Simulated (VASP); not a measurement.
# TiO2 (P1) in VASP: further runs

Runs on TiO2. Level: PBE. Tasks: single point.

All numbers are computed with VASP 6.6.1; they aren't measurements. Logs are shortened: lines on timing, memory, paths and dates and some standing lists are left out, and cuts for length are marked.

## 1. The cell of the first run

The typed cell holds 12 atoms: a = 3.906 Å, b = 3.906 Å, c = 9.822 Å, α = 90.00°, β = 90.00°, γ = 90.00°.

## 2. Single point, PBE

Input file INCAR:

```
PREC = Accurate ; ENCUT = 520
EDIFF = 1E-6 ; ISMEAR = -1
SIGMA = 0.17 ; LREAL = F
LASPH = T ; NELM = 60
ALGO = Normal ; ISIF = 2
LWAVE = F ; LCHARG = F
GGA = PE ; NBANDS = 60
```

Input file KPOINTS:

```
Automatic mesh
0
Gamma
  3 3 1
```

Input file POSCAR:

```
TiO2
1.0
    3.9063540000      0.0000000000      0.0000000000
    0.0000000000      3.9063540000      0.0000000000
    0.0000000000      0.0000000000      9.8217320000
Ti O
4 8
Direct
   -0.0200186670      0.0021247434      0.0121465338
    0.1047268118      0.4652420134      0.2699625687
    0.5476718188      0.4696194969      0.5263633746
    0.4892541741      0.0220154139      0.7684998939
    0.0401909300      0.0274936680      0.2253370383
    0.0502770614      0.4850814852      0.4725032204
    0.0333047133      0.5127543484      0.0657928764
    0.0169723481      0.0379381899      0.8164140500
    0.5343089746      0.4882814000      0.7283033176
    0.5558892000     -0.0278008598      0.9687293443
    0.5147510953     -0.0250361334      0.5595652579
    0.5511021275      0.5512813227      0.3261644688
```

Potentials or basis: VASP PAW PBE potentials, release 64 (Ti_sv, O).

The run is started by

```console
$ cat potpaw_PBE.64/Ti_sv/POTCAR potpaw_PBE.64/O/POTCAR > POTCAR
$ mpirun -np 1 vasp_std > vasp.out
```

OUTCAR:

```text
PREC = Accurate
   ENCUT = 520
   EDIFF = 1E-6
   ISMEAR = -1
   LREAL = F
   LASPH = T
   NELM = 60
   ISIF = 2
   GGA = PE

 ion  position               nearest neighbor table
   1  0.980  0.002  0.012-  10 1.71   8 1.93   7 1.99   7 2.07   5 2.11  10 2.29
   2  0.105  0.465  0.270-   5 1.78  12 1.86   6 2.00   7 2.03   5 2.25  12 2.26
   3  0.548  0.470  0.526-  11 1.96   9 1.99  12 1.99  11 2.00   6 2.01   6 2.03
   4  0.489  0.022  0.768-   9 1.87   8 1.90  10 1.99  11 2.06   8 2.12   9 2.13
   5  0.040  0.027  0.225-   2 1.78   1 2.11   2 2.25
   6  0.050  0.485  0.473-   2 2.00   3 2.01   3 2.03
   7  0.033  0.513  0.066-   1 1.99   2 2.03   1 2.07
   8  0.017  0.038  0.816-   4 1.90   1 1.93   4 2.12
   9  0.534  0.488  0.728-   4 1.87   3 1.99   4 2.13
  10  0.556  0.972  0.969-   1 1.71   4 1.99   1 2.29
  11  0.515  0.975  0.560-   3 1.96   3 2.00   4 2.06
  12  0.551  0.551  0.326-   2 1.86   3 1.99   2 2.26

  LATTYP: Found a simple tetragonal cell.
 ALAT       =     3.9063540000
 C/A-ratio  =     2.5142964514

  Lattice vectors:

 A1 = (   3.9063540000,   0.0000000000,   0.0000000000)
 A2 = (   0.0000000000,   3.9063540000,   0.0000000000)
 A3 = (   0.0000000000,   0.0000000000,   9.8217320000)

Analysis of symmetry for initial positions (statically):
=====================================================================
 Subroutine PRICEL returns:
 Original cell was already a primitive cell.

 Routine SETGRP: Setting up the symmetry group for a
 simple tetragonal supercell.

 Subroutine GETGRP returns: Found  1 space group operations
 (whereof  1 operations were pure point group operations)
 out of a pool of 16 trial point group operations.

The static configuration has the point symmetry C_1 .

Analysis of symmetry for dynamics (positions and initial velocities):
=====================================================================
 Subroutine PRICEL returns:
 Original cell was already a primitive cell.

 Routine SETGRP: Setting up the symmetry group for a
 simple tetragonal supercell.

 Subroutine GETGRP returns: Found  1 space group operations
 (whereof  1 operations were pure point group operations)
 out of a pool of 16 trial point group operations.

The dynamic configuration has the point symmetry C_1 .

 Subroutine INISYM returns: Found  1 space group operations
 (whereof  1 operations are pure point group operations),
 and found     1 'primitive' translations

[... 106 lines left out ...]
   NUPDOWN=      -1.0000    fix difference up-down
   EMIN   =  10.00;   EMAX   =-10.00  energy-range for DOS
   EFERMI =   0.00;   METHOD = LEGACY
   ISMEAR =    -1;   SIGMA  =   0.17  broadening in eV -4-tet -1-fermi 0-gaus
   EFERMI_NEDOS =   21; number of points for ismear=-14 and -15
   IALGO  =     38    algorithm
   IMIX   =      4    mixing-type and parameters
     AMIX     =   0.40;   BMIX     =  1.00
     AMIX_MAG =   1.60;   BMIX_MAG =  1.00
  volume/ion in A,a.u.               =      12.49        84.28
  Fermi-wavevector in a.u.,A,eV,Ry     =   1.411199  2.666779 27.095752  1.991482
  Thomas-Fermi vector in A             =   2.533075
   LORBIT       =      0    0 simple, 1 ext, 2 COOP (PROOUT), +10 PAW based schemes
   GGA     = PE    functional components
   LHFCALC =     F    Hartree Fock is set to
   AEXX    =    0.0000 exact exchange contribution
   IVDW    =     0    specifies the selected vdW correction
   LEPSILON=     F    determine dielectric tensor
   LRPA    =     F    only Hartree local field effects (RPA)
 non-spin polarized calculation
  energy-cutoff  :      520.00
  volume of cell :      149.88
 maximum number of plane-waves:      4053
 NGX is ok and might be reduce to    30
   NGX = 15   NGY = 15   NGZ = 37

 number of electron      96.0000001 magnetization

 Free energy of the ion-electron system (eV)
  ---------------------------------------------------
  ext. energy  EPLUGINS =         0.00000000
  ---------------------------------------------------
  free energy    TOTEN  =      -106.57917929 eV

  energy without entropy =     -106.57299294  energy(sigma->0) =     -106.57608611

 E-fermi :   3.7433     XC(G=0): -10.2196

 val. band max:        2.6087356916   @ k =   0.3333   0.3333   0.0000
 cond. band min:       4.6279044988   @ k =   0.0000   0.0000   0.0000
 fundamental gap:      2.0191688072
 Fermi energy:         3.7433407791

 k-point     1 :       0.0000    0.0000    0.0000
  band No.  band energies     occupation
      1     -54.4310      2.00000
      2     -53.9775      2.00000
      3     -53.8569      2.00000
      4     -53.3128      2.00000
      5     -30.7200      2.00000
      6     -30.6510      2.00000
[... 304 lines left out ...]
     59       6.8742      0.00000
     60       7.0867      0.00000

------------------------ aborting loop because EDIFF is reached ----------------------------------------

  FORCE on cell =-STRESS in cart. coord.  units (eV):
  Direction    XX          YY          ZZ          XY          YZ          ZX
  --------------------------------------------------------------------------------------
  -------------------------------------------------------------------------------------
  Total       -2.6631359     -7.8097482     -4.6072504      0.0789481     -1.6601752     -0.3225308
  in kB      -28.4690275    -83.4865160    -49.2516885      0.8439587    -17.7473385     -3.4478675
  external PRESSURE =     -53.7357440 kB  Pullay stress =       0.0000000 kB

 VOLUME and BASIS-vectors are now :
 -----------------------------------------------------------------------------
  energy-cutoff  :      520.00
  volume of cell :      149.88
      direct lattice vectors                 reciprocal lattice vectors
     3.906354000  0.000000000  0.000000000     0.255993184  0.000000000  0.000000000
     0.000000000  3.906354000  0.000000000     0.000000000  0.255993184  0.000000000
     0.000000000  0.000000000  9.821732000     0.000000000  0.000000000  0.101815036

 POSITION                                       TOTAL-FORCE (eV/Angst)
 -----------------------------------------------------------------------------------
      3.82815      0.00830      0.11930         2.271875      0.039336      2.267481
      0.40910      1.81740      2.65150        -0.976523      1.427838      0.298039
      2.13940      1.83450      5.16980         0.015894      0.394404     -1.965677
      1.91120      0.08600      7.54800         0.304991     -0.241126     -0.743039
      0.15700      0.10740      2.21320         0.279832     -1.044104     -0.299020
      0.19640      1.89490      4.64080        -0.185693     -0.511043      0.919477
      0.13010      2.00300      0.64620         0.066442      0.017226     -0.576476
      0.06630      0.14820      8.01860         1.114791     -0.325280     -0.931478
      2.08720      1.90740      7.15320        -0.164585      0.101409      0.256082
      2.17150      3.79775      9.51460        -3.222412      0.125063     -0.069651
      2.01080      3.80855      5.49590         0.227553      0.847052      1.450351
      2.15280      2.15350      3.20350         0.267837     -0.830776     -0.606087
 -----------------------------------------------------------------------------------
    total drift:                               -0.000602      0.000455      0.000003

  FREE ENERGIE OF THE ION-ELECTRON SYSTEM (eV)
  ---------------------------------------------------
  free  energy   TOTEN  =      -106.5791792860 eV

  energy  without entropy=     -106.5729929440  energy(sigma->0) =     -106.57608611
```

OSZICAR:

```text
N       E                     dE             d eps       ncg     rms          rms(c)
DAV:   1     0.149171110911E+04    0.14917E+04   -0.46742E+04   608   0.184E+03
DAV:   2     0.169885858073E+03   -0.13218E+04   -0.12489E+04   612   0.577E+02
DAV:   3    -0.118630892147E+03   -0.28852E+03   -0.27751E+03   764   0.237E+02
[... 11 lines left out ...]
DAV:  15    -0.106579171997E+03   -0.10967E-04   -0.77744E-05   776   0.516E-02    0.124E-02
DAV:  16    -0.106579176422E+03   -0.44253E-05   -0.13301E-05   860   0.212E-02    0.640E-03
DAV:  17    -0.106579177982E+03   -0.15600E-05   -0.27915E-06   484   0.113E-02    0.271E-03
DAV:  18    -0.106579179225E+03   -0.12433E-05   -0.14464E-06   364   0.669E-03    0.142E-03
DAV:  19    -0.106579179286E+03   -0.60501E-07   -0.26696E-07   336   0.344E-03
   1 F= -.10657918E+03 E0= -.10657609E+03  d E =-.618634E-02
```

stdout:

```text
POSCAR found type information on POSCAR TiO
 POSCAR found :  2 types and      12 ions
 scaLAPACK will be used
 LDA part: xc-table for (Slater+PW92), standard interpolation
 POSCAR, INCAR and KPOINTS ok, starting setup
 FFT: planning ... GRIDC
 FFT: planning ... GRID_SOFT
 FFT: planning ... GRID
 WAVECAR not read
 entering main loop
```

Wall time 1.8 min (1 thread of Intel Xeon Platinum 8375C at 2.90GHz (Ice Lake), shared host); peak memory 0.24 GiB.

Results:

```
Free energy            : -106.5792 eV
Pressure               : -5.4 GPa
Largest force          : 3.226 eV/Å
Band gap on the k mesh : 2.02 eV, indirect (least direct gap 2.09 eV)
```

Forces on the atoms (eV/Å):
```
Ti   2.272  0.039  2.267
Ti  -0.977  1.428  0.298
Ti   0.016  0.394 -1.966
Ti   0.305 -0.241 -0.743
O    0.280 -1.044 -0.299
O   -0.186 -0.511  0.919
O    0.066  0.017 -0.576
O    1.115 -0.325 -0.931
O   -0.165  0.101  0.256
O   -3.222  0.125 -0.070
O    0.228  0.847  1.450
O    0.268 -0.831 -0.606
```

Stress tensor (GPa, compression positive):
```
-2.85  0.08 -0.34
 0.08 -8.35 -1.77
-0.34 -1.77 -4.93
```

Caveat: the k points lie up to 0.64 Å⁻¹ apart; forces of over 1 eV/Å act on the atoms, so gaps and moduli don't describe the material at rest. Expect the measured gap to be larger: semilocal functionals such as PBE lack the derivative discontinuity.

## 3. Single point, PBE

Input file INCAR:

```
  PREC = Accurate
  ENCUT = 520
  EDIFF = 1E-6
  ISMEAR = -1
  SIGMA = 0.17
  LREAL = F
  LASPH = T
  NELM = 80
  ALGO = Normal
  ISIF = 2
  LWAVE = F
  LCHARG = F
  GGA = PE
  NBANDS = 60
```

KPOINTS is that of step 2.

Input file POSCAR:

```
TiO2
1.0
    3.9063540000      0.0000000000      0.0000000000
    0.0000000000      3.9063540000      0.0000000000
    0.0000000000      0.0000000000      9.8217320000
Ti O
4 8
Direct
    0.0398325395     -0.0448500059      0.0216560582
    0.1005797222      0.4967291751      0.2807447811
    0.5631850058      0.5079416766      0.5206210066
    0.5046137652      0.0663022348      0.7772661685
   -0.0089341621     -0.0549617367      0.2390718867
    0.1059555790      0.5259891961      0.4763416473
    0.0979685917      0.4780416726      0.0841501275
    0.0380405872      0.0428020604      0.8191936005
    0.5925986227      0.5362289234      0.7310014160
    0.5384816635      0.0148220054      0.9885221873
    0.5676904858      0.0304119903      0.5679649984
    0.6163547902      0.4497288264      0.3225602165
```

Potentials or basis: VASP PAW PBE potentials, release 64 (Ti_sv, O).

The run is started by

```console
$ cat potpaw_PBE.64/Ti_sv/POTCAR potpaw_PBE.64/O/POTCAR > POTCAR
$ mpirun -np 1 vasp_std > vasp.out
```

Wall time 2 min (1 thread of Intel Xeon Platinum 8375C at 2.90GHz (Ice Lake), shared host); peak memory 0.24 GiB.

The run converged. Its results:

```
Free energy            : -106.3437 eV
Pressure               : -9.0 GPa
Largest force          : 2.003 eV/Å
Band gap on the k mesh : 2.01 eV, indirect (least direct gap 2.22 eV)
```

Forces in eV/Å, atoms in the order of the input:
```
Ti   0.074  0.113  1.854
Ti  -0.488  0.024 -0.755
Ti   0.677 -0.151  0.041
Ti   1.084  0.104 -0.905
O    1.511  1.015 -0.835
O   -0.268  0.180  1.157
O   -0.372 -0.136 -1.786
O    0.380 -0.300  0.501
O   -0.969 -0.508  0.391
O    0.318 -0.527 -0.848
O   -0.184  0.065  0.719
O   -1.763  0.120  0.465
```

Stress tensor (GPa, compression positive):
```
 -7.60  -0.03   0.28
 -0.03 -12.11   1.32
  0.28   1.32  -7.36
```

Levels at points of the mesh, in eV from the valence-band top:
```tsv
k point	band 46	band 47	band 48	band 49	band 50	band 51
(0.00, 0.00, 0.00)	-0.56	-0.40	-0.22	2.01	2.20	2.59
```

Caveat: the k points lie up to 0.64 Å⁻¹ apart; forces of over 1 eV/Å act on the atoms, so gaps and moduli don't describe the material at rest.

[end of part 1 of 2]
